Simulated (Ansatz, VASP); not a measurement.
One calculation of PtS2, two programs

File INCAR:

```
SYSTEM = PtS2
PREC = Accurate
ENCUT = 520
EDIFF = 1E-6
ISMEAR = 0
SIGMA = 0.05
LREAL = .FALSE.
LASPH = .TRUE.
NELM = 100
ALGO = Normal
ISIF = 2
LWAVE = .FALSE.
LCHARG = .FALSE.
LDIPOL = .TRUE.
IDIPOL = 3
DIPOL = 0.5 0.5 0.393
GGA = PE
IVDW = 12
NBANDS = 31
```

KPOINTS

```
Automatic mesh
0
G
  9 9 1
  0 0 0
```

The input POSCAR:

```
PtS2
1.0
    3.5415277692      0.0000000000      0.0000000000
   -1.7707638846      3.0670530163      0.0000000000
    0.0000000000      0.0000000000     22.4670602589
S Pt
4 2
Direct
    0.6666666667      0.3333333333      0.2002932270
    0.3333333333      0.6666666667      0.3108341745
    1.0000000000      1.0000000000      0.4750746206
    0.6666666667      1.3333333333      0.5856155682
    0.0000000000      0.0000000000      0.2555637007
    0.3333333333      0.6666666667      0.5303450944
```

Input for Ansatz:

```yaml
crystal:
  lattice:
    - [3.5415277692, 0.0, 0.0]
    - [-1.7707638846, 3.0670530163, 0.0]
    - [0.0, 0.0, 22.4670602589]
  atoms:
    - { symbol: S, position: [0.6666666667, 0.3333333333, 0.200293227] }
    - { symbol: Pt, position: [0.0, 0.0, 0.2555637007] }
    - { symbol: S, position: [0.3333333333, 0.6666666667, 0.3108341745] }
    - { symbol: S, position: [1.0, 1.0, 0.4750746206] }
    - { symbol: Pt, position: [0.3333333333, 0.6666666667, 0.5303450944] }
    - { symbol: S, position: [0.6666666667, 1.3333333333, 0.5856155682] }
basis:
  ecutwfc: 420
kpoints:
  mp_grid: { grid: [9, 9, 1] }
hamiltonian:
  xc: pbe
  pseudopotentials: { kind: paw, azcp: { folder: soft_1 } }
  dispersion: d3bj
scf:
  occupations: { method: gaussian, width: 0.05 }
output:
  forces: true
  eigenvalues: true
efield:
  axis: 3
  dipole_correction: true
  ramp_width: 0.04
```

Alike in both runs: task single point; functional PBE; dispersion D3(BJ); k mesh 9 × 9 × 1; occupations gaussian, width 0.05 eV; no spin polarisation.

|  | VASP | Ansatz |
| --- | --- | --- |
| version | VASP 6.6.1 | Ansatz 0.2.0 |
| potentials or method | VASP PAW PBE potentials, release 64 (S, Pt), cutoff 520 eV | scalar-relativistic, plane waves, PAW |
| valence electrons in the cell | 44 | 60 |

Ansatz gave:

* gap on the k mesh at the Fermi level (eV): 1.58
* least direct gap on the mesh (eV): 1.67
* rms of the force components (eV/Å): 0.029

Question: What did VASP give for the same quantities?

Answer: gap on the k mesh at the Fermi level (eV): 1.58; least direct gap on the mesh (eV): 1.68; rms of the force components (eV/Å): 0.025.

VASP's potentials hold 44 valence electrons a cell and Ansatz's 60, so a difference there can come from the potentials and not from the codes.

Spin-orbit coupling is off throughout.
